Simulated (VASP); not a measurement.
# TiAl (P-6m2) in VASP: notebook

TiAl is run at these levels: PBEsol; tasks: single point.

Everything below comes from runs of VASP 6.6.1. Logs are shortened: lines on timing, memory, paths and dates and some standing lists are left out, and cuts for length are marked.

### 1 The cell of the first run

The structure is hexagonal, space group P-6m2 (No. 187). The conventional cell has a = 2.809 Å, b = 2.809 Å, c = 4.557 Å, α = 90.00°, β = 90.00°, γ = 120.00°. Within 3.7 Å of Ti (site symmetry -6m2) lie 6 Al at 2.80 Å and 6 Ti at 2.81 Å. Al (site symmetry -6m2) has 6 Ti at 2.80 Å and 6 Al at 2.81 Å within 3.7 Å.

### 2 Single point, PBEsol, collinear spin, ferromagnetic start

The input, INCAR:

```
SYSTEM = TiAl
  PREC = Accurate
  ENCUT = 520
  EDIFF = 1E-6
  ISMEAR = 0
  SIGMA = 0.15
  LREAL = .FALSE.
  LASPH = .TRUE.
  NELM = 150
  ALGO = Normal
  ISIF = 2
  LWAVE = .FALSE.
  LCHARG = .TRUE.
  ISPIN = 2
  MAGMOM = 0.375 0
  LORBIT = 11
  NUPDOWN = 0.375
  LMAXMIX = 4
  GGA = PS
  LELF = .TRUE.
  LVHAR = .TRUE.
  NBANDS = 18
```

The input, KPOINTS:

```
regular mesh
0
G
  21 21 12
  0 0 0
```

The input, POSCAR:

```
TiAl
1.0
    2.8090813284      0.0000000000      0.0000000000
   -1.4045406642      2.4327357917      0.0000000000
    0.0000000000      0.0000000000      4.5567935240
Ti Al
1 1
Direct
    0.0000000000      0.0000000000      0.0000000000
    0.3333333333      0.6666666667      0.5000000000
```

Potentials or basis: VASP PAW PBE potentials, release 64 (Ti_sv, Al).

On the command line:

```console
> cat potpaw_PBE.64/Ti_sv/POTCAR potpaw_PBE.64/Al/POTCAR > POTCAR
> mpirun -np 1 vasp_std > vasp.out
```

OUTCAR:

```text
SYSTEM = TiAl
   PREC = Accurate
   ENCUT = 520
   EDIFF = 1E-6
   ISMEAR = 0
   LREAL = .FALSE.
   LASPH = .TRUE.
   NELM = 150
   ISIF = 2
   ISPIN = 2
   LORBIT = 11
   NUPDOWN = 0.375
   GGA = PS

 ion  position               nearest neighbor table
   1  0.000  0.000  0.000-   2 2.80   2 2.80   2 2.80   2 2.80   2 2.80   2 2.80
   2  0.333  0.667  0.500-   1 2.80   1 2.80   1 2.80   1 2.80   1 2.80   1 2.80

  LATTYP: Found a hexagonal cell.
 ALAT       =     2.8090813284
 C/A-ratio  =     1.6221650395

  Lattice vectors:

 A1 = (   2.8090813284,   0.0000000000,   0.0000000000)
 A2 = (  -1.4045406642,   2.4327357917,   0.0000000000)
 A3 = (   0.0000000000,   0.0000000000,   4.5567935240)

Analysis of symmetry for initial positions (statically):
=====================================================================
 Subroutine PRICEL returns:
 Original cell was already a primitive cell.

 Routine SETGRP: Setting up the symmetry group for a
 hexagonal supercell.

 Subroutine GETGRP returns: Found 12 space group operations
 (whereof 12 operations were pure point group operations)
 out of a pool of 24 trial point group operations.

The static configuration has the point symmetry D_3h.

Analysis of symmetry for dynamics (positions and initial velocities):
=====================================================================
 Subroutine PRICEL returns:
 Original cell was already a primitive cell.

 Routine SETGRP: Setting up the symmetry group for a
 hexagonal supercell.

 Subroutine GETGRP returns: Found 12 space group operations
 (whereof 12 operations were pure point group operations)
 out of a pool of 24 trial point group operations.

The dynamic configuration has the point symmetry D_3h.

Analysis of structural, dynamic, and magnetic symmetry:
=====================================================================
 Subroutine PRICEL returns:
 Original cell was already a primitive cell.

 Routine SETGRP: Setting up the symmetry group for a
 hexagonal supercell.

 Subroutine GETGRP returns: Found 12 space group operations
 (whereof 12 operations were pure point group operations)
 out of a pool of 24 trial point group operations.

The overall configuration has the point symmetry D_3h.

 Subroutine INISYM returns: Found 12 space group operations
 (whereof 12 operations are pure point group operations),
 and found     1 'primitive' translations

----------------------------------------------------------------------------------------

                                     Primitive cell

  volume of cell :      31.1400

  direct lattice vectors                    reciprocal lattice vectors
     2.809081328  0.000000000  0.000000000     0.355988269  0.205529923  0.000000000
    -1.404540664  2.432735792  0.000000000     0.000000000  0.411059846  0.000000000
     0.000000000  0.000000000  4.556793524     0.000000000  0.000000000  0.219452559

  length of vectors
     2.809081328  2.809081328  4.556793524     0.411059846  0.411059846  0.219452559

  position of ions in fractional coordinates (direct lattice)
     0.000000000  0.000000000  0.000000000
     0.333333333  0.666666667  0.500000000

  ion indices of the primitive-cell ions
   primitive index   ion index
                 1           1
                 2           2

----------------------------------------------------------------------------------------

 KPOINTS: regular mesh

Automatic generation of k-mesh.
 Grid dimensions read from file:
 generate k-points for:   21   21   12

 Generating k-lattice:

  Cartesian coordinates                     Fractional coordinates (reciprocal lattice)
     0.016951822  0.009787139  0.000000000     0.047619048  0.000000000  0.000000000
     0.000000000  0.019574278  0.000000000     0.000000000  0.047619048  0.000000000
     0.000000000  0.000000000  0.018287713     0.000000000  0.000000000  0.083333333

  Length of vectors
     0.019574278  0.019574278  0.018287713

  Shift w.r.t. Gamma in fractional coordinates (k-lattice)
     0.000000000  0.000000000  0.000000000

 Subroutine IBZKPT returns following result:
 ===========================================

 Found    336 irreducible k-points:

 Following reciprocal coordinates:
            Coordinates               Weight
  0.000000  0.000000  0.000000      1.000000
  0.047619  0.000000  0.000000      6.000000
  0.095238 -0.000000  0.000000      6.000000
  0.142857  0.000000  0.000000      6.000000
  0.190476 -0.000000  0.000000      6.000000
  0.238095 -0.000000  0.000000      6.000000
[... 16 lines left out ...]
  0.142857  0.095238  0.000000     12.000000
  0.190476  0.095238  0.000000     12.000000
 [... further k-points ...]
   k-points           NKPTS =    336   k-points in BZ     NKDIM =    336   number of bands    NBANDS=     18
   number of dos      NEDOS =    301   number of ions     NIONS =      2
   total plane-waves  NPLWV =  20736
   dimension x,y,z NGX =    24 NGY =   24 NGZ =   36
   dimension x,y,z NGXF=    48 NGYF=   48 NGZF=   72
   ions per type =               1   1
   NGX,Y,Z   is equivalent  to a cutoff of  14.20, 14.20, 13.13 a.u.
   NGXF,Y,Z  is equivalent  to a cutoff of  28.41, 28.41, 26.27 a.u.
 SYSTEM =  TiAl
   PREC   = accura    normal or accurate (medium, high low for compatibility)
   ISTART =      0    job   : 0-new  1-cont  2-samecut
   ICHARG =      2    charge: 1-file 2-atom 10-const
   ISPIN  =      2    spin polarized calculation?
   LNONCOLLINEAR =      F non collinear calculations
   LSORBIT =      F    spin-orbit coupling
   LASPH  =      T    aspherical Exc in radial PAW
   ENCUT  =  520.0 eV  38.22 Ry    6.18 a.u.   5.22  5.22  8.47*2*pi/ulx,y,z
   NELM   =    150;   NELMIN=  2; NELMDL= -5     # of ELM steps
   EDIFF  = 0.1E-05   stopping-criterion for ELM
   LREAL  =      F    real-space projection
   EDIFFG = 0.1E-04   stopping-criterion for IOM
   NSW    =      0    number of steps for IOM
   IBRION =     -1    ionic relax: 0-MD 1-quasi-New 2-CG
   NFREE  =      0    steps in history (QN), initial steepest desc. (CG)
   ISIF   =      2    stress and relaxation
   ISYM   =      2    0-nonsym 1-usesym 2-fastsym
   POTIM  = 0.5000    time-step for ionic-motion
   TEBEG  =    0.0;   TEEND  =   0.0 temperature during run
   PSTRESS=    0.0 pullay stress
   NELECT =      15.0000    total number of electrons
   NUPDOWN=       0.3750    fix difference up-down
   EMIN   =  10.00;   EMAX   =-10.00  energy-range for DOS
   EFERMI =   0.00;   METHOD = LEGACY
   ISMEAR =     0;   SIGMA  =   0.15  broadening in eV -4-tet -1-fermi 0-gaus
   EFERMI_NEDOS =   21; number of points for ismear=-14 and -15
   IALGO  =     38    algorithm
   IMIX   =      4    mixing-type and parameters
     AMIX     =   0.40;   BMIX     =  1.00
     AMIX_MAG =   1.60;   BMIX_MAG =  1.00
  volume/ion in A,a.u.               =      15.57       105.07
  Fermi-wavevector in a.u.,A,eV,Ry     =   1.283312  2.425109 22.407308  1.646891
  Thomas-Fermi vector in A             =   2.415573
   LORBIT       =     11    0 simple, 1 ext, 2 COOP (PROOUT), +10 PAW based schemes
   GGA     = PS    functional components
   LHFCALC =     F    Hartree Fock is set to
   AEXX    =    0.0000 exact exchange contribution
   IVDW    =     0    specifies the selected vdW correction
   LEPSILON=     F    determine dielectric tensor
   LRPA    =     F    only Hartree local field effects (RPA)
 spin polarized calculation
 Gauss-broadening in eV      SIGMA  =   0.15
  energy-cutoff  :      520.00
  volume of cell :       31.14
 maximum number of plane-waves:       852
 NGX is ok and might be reduce to    24
   NGX = 11   NGY = 11   NGZ = 17

 number of electron      15.0000002 magnetization       0.3750000

 Free energy of the ion-electron system (eV)
  ---------------------------------------------------
  ext. energy  EPLUGINS =         0.00000000
  ---------------------------------------------------
  free energy    TOTEN  =       -12.91994497 eV

  energy without entropy =      -12.89525135  energy(sigma->0) =      -12.90759816

 E-fermi :   8.4569     XC(G=0): -11.3206

 val. band max:        8.5332098551   @ k =   0.1905   0.1429   0.3333
 cond. band min:       8.4570495265   @ k =   0.3333   0.1429   0.4167
 fundamental gap:     -0.0761603287
 Fermi energy:         8.5344404467

 spin component 1

 k-point     1 :       0.0000    0.0000    0.0000
  band No.  band energies     occupation
      1     -47.7565      1.00000
      2     -24.1853      1.00000
      3     -23.7007      1.00000
      4     -23.7007      1.00000
      5      -0.8156      1.00000
      6       5.9735      1.00000
[... 10 lines left out ...]
     17      22.8646      0.00000
     18      26.0557      0.00000
[... 463 lines left out ...]
 k-point    24 :       0.1905    0.0952    0.0000
  band No.  band energies     occupation
      1     -47.6937      1.00000
      2     -24.1245      1.00000
      3     -24.0548      1.00000
      4     -23.7991      1.00000
      5       0.7936      1.00000
      6       6.6843      1.00000
[... 10 lines left out ...]
     17      24.1633      0.00000
     18      25.4442      0.00000

 [... further k-points ...]

 spin component 2

 k-point     1 :       0.0000    0.0000    0.0000
  band No.  band energies     occupation
      1     -47.5681      1.00000
      2     -24.0156      1.00000
      3     -23.5028      1.00000
      4     -23.5028      1.00000
      5      -0.7130      1.00000
      6       6.2610      1.00000
[... 10 lines left out ...]
     17      23.1469      0.00000
     18      26.1601      0.00000
[... 463 lines left out ...]
 k-point    24 :       0.1905    0.0952    0.0000
  band No.  band energies     occupation
      1     -47.5058      1.00000
      2     -23.9549      1.00000
      3     -23.8537      1.00000
      4     -23.6003      1.00000
      5       0.8933      1.00000
      6       6.8236      1.00000
[... 10 lines left out ...]
     17      24.2874      0.00000
     18      25.6274      0.00000

 [... further k-points ...]

------------------------ aborting loop because EDIFF is reached ----------------------------------------

  FORCE on cell =-STRESS in cart. coord.  units (eV):
  Direction    XX          YY          ZZ          XY          YZ          ZX
  --------------------------------------------------------------------------------------
  -------------------------------------------------------------------------------------
  Total        0.9749140      0.9749140      0.9973962     -0.0000000      0.0000000     -0.0000000
  in kB       50.1600887     50.1600887     51.3168118     -0.0000000      0.0000000     -0.0000000
  external PRESSURE =      50.5456630 kB  Pullay stress =       0.0000000 kB

 VOLUME and BASIS-vectors are now :
 -----------------------------------------------------------------------------
  energy-cutoff  :      520.00
  volume of cell :       31.14
      direct lattice vectors                 reciprocal lattice vectors
     2.809081328  0.000000000  0.000000000     0.355988269  0.205529923  0.000000000
    -1.404540664  2.432735792  0.000000000     0.000000000  0.411059846  0.000000000
     0.000000000  0.000000000  4.556793524     0.000000000  0.000000000  0.219452559

 POSITION                                       TOTAL-FORCE (eV/Angst)
 -----------------------------------------------------------------------------------
      0.00000      0.00000      0.00000         0.000000     -0.000000      0.000000
     -0.00000      1.62182      2.27840        -0.000000      0.000000      0.000000
 -----------------------------------------------------------------------------------
    total drift:                                0.000000     -0.000000      0.000000

  FREE ENERGIE OF THE ION-ELECTRON SYSTEM (eV)
  ---------------------------------------------------
  free  energy   TOTEN  =       -12.9199449678 eV

  energy  without entropy=      -12.8952513485  energy(sigma->0) =      -12.90759816

 total charge

# of ion       s       p       d       tot
------------------------------------------
    1        2.232   6.150   1.959  10.341
    2        0.431   0.400   0.000   0.831
--------------------------------------------------
tot          2.663   6.549   1.959  11.172

 magnetization (x)

# of ion       s       p       d       tot
------------------------------------------
    1        0.004   0.025   0.193   0.222
    2        0.001   0.008   0.000   0.008
--------------------------------------------------
tot          0.005   0.033   0.193   0.231
```

It took 4.4 min on 1 thread of Intel Xeon Platinum 8375C at 2.90GHz (Ice Lake), shared host; peak memory 0.39 GiB.

What came out:

| Item | Value |
| --- | --- |
| Free energy | -12.9199 eV |
| Pressure | 5.1 GPa |
| Net moment | 0.38 μB per cell |
| Site moments | Ti +0.22; Al +0.01 μB |
| Valence electrons inside the program's atomic spheres | Ti 10.34; Al 0.83 |

Caveat: the PAW data sets were made with another functional, which shifts forces and pressure a little; the total moment is fixed, so each spin has its own Fermi level.

### 3 Single point, PBEsol, collinear spin, ferromagnetic start

The input, INCAR:

```
  ALGO = Fast
  EDIFF = 1E-7
  ENCUT = 520
  GGA = PS
  ISIF = 2
  ISMEAR = 0
  ISPIN = 2
  LASPH = True
  LCHARG = False
  LMAXMIX = 4
  LORBIT = 11
  LREAL = False
  LWAVE = False
  MAGMOM = 1 0
  NBANDS = 18
  NELM = 150
  NUPDOWN = 1.0
  PREC = Accurate
  SIGMA = 0.15
```

The input, KPOINTS:

```
k-points
0
Gamma
  21 21 12
```

POSCAR is that of step 2.

Potentials or basis: VASP PAW PBE potentials, release 64 (Ti_sv, Al).

On the command line:

```console
> cat potpaw_PBE.64/Ti_sv/POTCAR potpaw_PBE.64/Al/POTCAR > POTCAR
> mpirun -np 1 vasp_std > vasp.out
```

Wall time 5.7 min (1 thread of AMD EPYC 9R45 (Zen 5), shared host); peak memory 0.36 GiB.

It converged, with:

- Free energy: -12.8411 eV
- Pressure: 5.9 GPa
- Net moment: 1.00 μB per cell
- Site moments: Ti +0.62; Al +0.02 μB
- Valence electrons inside the program's atomic spheres: Ti 10.35; Al 0.83

Stress tensor (GPa, compression positive):
```
6.97 0.00 0.00
0.00 6.97 0.00
0.00 0.00 3.81
```

Caveat: the PAW data sets were made with another functional, which shifts forces and pressure a little; the total moment is fixed, so each spin has its own Fermi level.

### 4 Single point, PBEsol, collinear spin, ferromagnetic start

The input, INCAR:

```
ALGO = Fast
EDIFF = 1E-6
ENCUT = 520
GGA = PS
ISIF = 2
ISMEAR = 0
ISPIN = 2
LASPH = True
LCHARG = False
LMAXMIX = 4
LORBIT = 11
LREAL = False
LWAVE = False
MAGMOM = 0.25 0
NBANDS = 18
NELM = 150
NUPDOWN = 0.25
PREC = Accurate
SIGMA = 0.15
```

KPOINTS is that of step 3.

POSCAR is that of step 3.

On the command line:

```console
> cat potpaw_PBE.64/Ti_sv/POTCAR potpaw_PBE.64/Al/POTCAR > POTCAR
> mpirun -np 1 vasp_std > vasp.out
```

It took 5 min on 1 thread of AMD EPYC 9R45 (Zen 5), shared host; peak memory 0.36 GiB.

It converged, with:

```
Free energy                                           : -12.9236 eV
Pressure                                              : 5.0 GPa
Net moment                                            : 0.25 μB per cell
Site moments                                          : Ti +0.15; Al +0.01 μB
Valence electrons inside the program's atomic spheres : Ti 10.34; Al 0.83
```

Stress tensor (GPa, compression positive):
```
4.84 0.00 0.00
0.00 4.84 0.00
0.00 0.00 5.39
```

Caveat: the PAW data sets were made with another functional, which shifts forces and pressure a little; the total moment is fixed, so each spin has its own Fermi level.

[end of part 1 of 2]
